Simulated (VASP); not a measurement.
Runs of VASP 6.6.1 on FeNi. The structure is that of space group P4/mmm (No. 123), or close to it. The cells are those of the table. 

| task | level | cell | cutoff (eV) | gap on the mesh (eV) | pressure (GPa) | moment (μB) |
| --- | --- | --- | --- | --- | --- | --- |
| relaxation of cell and atoms | PBEsol+D3(BJ) | relaxed from a = 2.533, b = 2.533, c = 3.582 Å, 2 atoms | 600 | none | 0.1 | 3.08 |
| single point | r2SCAN | a = 2.516, b = 2.516, c = 3.529 Å, 2 atoms | 520 | none | 0.0 | 3.52 |
| single point | PBEsol | a = 2.469, b = 2.469, c = 3.530 Å, 2 atoms | 520 | none | (a) | 3.14 |
| single point | PBEsol+D3(BJ) | a = 2.444, b = 2.444, c = 3.505 Å, 2 atoms | 520 | none | 0.0 | 3.08 |

Alike in all rows: potentials or basis VASP PAW PBE potentials, release 64 (Fe, Ni); spin collinear, ferrimagnetic start; k mesh 13 × 13 × 9; smearing fermi-dirac 0.1 eV.

Q: Fill in the values left out.

A: (a) 0.2.

Caveats: the PAW data sets were made with another functional, which shifts forces and pressure a little.

A gap of «none» marks levels without a gap at the run's occupations.
